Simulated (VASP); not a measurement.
Wanted: the native input for a VASP 6.6.1 run.

| Item | Value |
| --- | --- |
| Task | single point |
| Functional | r2SCAN |
| Potentials or basis | VASP PAW PBE potentials, release 64 (S, Ba_sv, Se) |
| Cutoff | 520 eV |
| k mesh | 4 × 4 × 4 |
| Occupations | gaussian, width 0.01 eV |
| Spin | no spin polarisation |
| Dipole correction | no |
| Further INCAR settings | ALGO = Normal; EDIFF = 1e-06; NBANDS = 24 |

The system is Ba2SeS.

```
S Ba Se
1.0
     4.71519    0.00000    0.00000
     0.00000    4.71519    0.00000
     0.00000    0.00000    6.66950
S Ba Se
1 2 1
Cartesian
  0.0000 0.0000 0.0000
  0.0000 0.0000 3.3348
  2.3576 2.3576 0.0000
  2.3576 2.3576 3.3348
```

This cell differs from its parent crystal: volume changed by +6%.

These files were run (other wordings do the same):

POSCAR

```
Ba2SeS
1.0
    4.7151853024      0.0000000000      0.0000000000
    0.0000000000      4.7151853024      0.0000000000
    0.0000000000      0.0000000000      6.6695020327
S Ba Se
1 2 1
Direct
    0.0000000000      0.0000000000      0.0000000000
    0.0000000000      0.0000000000      0.5000000000
    0.5000000000      0.5000000000      0.0000000000
    0.5000000000      0.5000000000      0.5000000000
```

INCAR.step1

```
SYSTEM = Ba2SeS
PREC = Accurate
ENCUT = 520
ISMEAR = 0
SIGMA = 0.01
LREAL = .FALSE.
LASPH = .TRUE.
NELM = 60
NBANDS = 24
GGA = PE
ALGO = Normal
EDIFF = 1E-4
LWAVE = .TRUE.
LCHARG = .FALSE.
```

INCAR.step2

```
SYSTEM = Ba2SeS
PREC = Accurate
ENCUT = 520
EDIFF = 1E-6
ISMEAR = 0
SIGMA = 0.01
LREAL = .FALSE.
LASPH = .TRUE.
NELM = 60
ALGO = Normal
ISIF = 2
LWAVE = .FALSE.
LCHARG = .FALSE.
METAGGA = R2SCAN
LMIXTAU = .TRUE.
NBANDS = 24
ISTART = 1
```

KPOINTS

```
Automatic mesh
0
G
  4 4 4
  0 0 0
```

Potentials or basis: VASP PAW PBE potentials, release 64 (S, Ba_sv, Se).

Command:

```console
$ cat potpaw_PBE.64/S/POTCAR potpaw_PBE.64/Ba_sv/POTCAR potpaw_PBE.64/Se/POTCAR > POTCAR
$ cp INCAR.step1 INCAR
$ mpirun -np 1 vasp_std > vasp.out
$ cp INCAR.step2 INCAR
$ mpirun -np 1 vasp_std > vasp.out
```

Results of the run:

```json
{"Pressure": "-1.7 GPa", "Band gap on the k mesh": "2.47 eV, direct"}
```

Caveat: the PAW data sets were made with another functional, which shifts forces and pressure a little; spin-orbit coupling is left out, which moves the levels of the heavy elements.

It took 3.6 min on 1 thread of Intel(R) Xeon(R) Platinum 8488C (Sapphire Rapids), with other jobs on the host, peak memory 0.29 GiB.
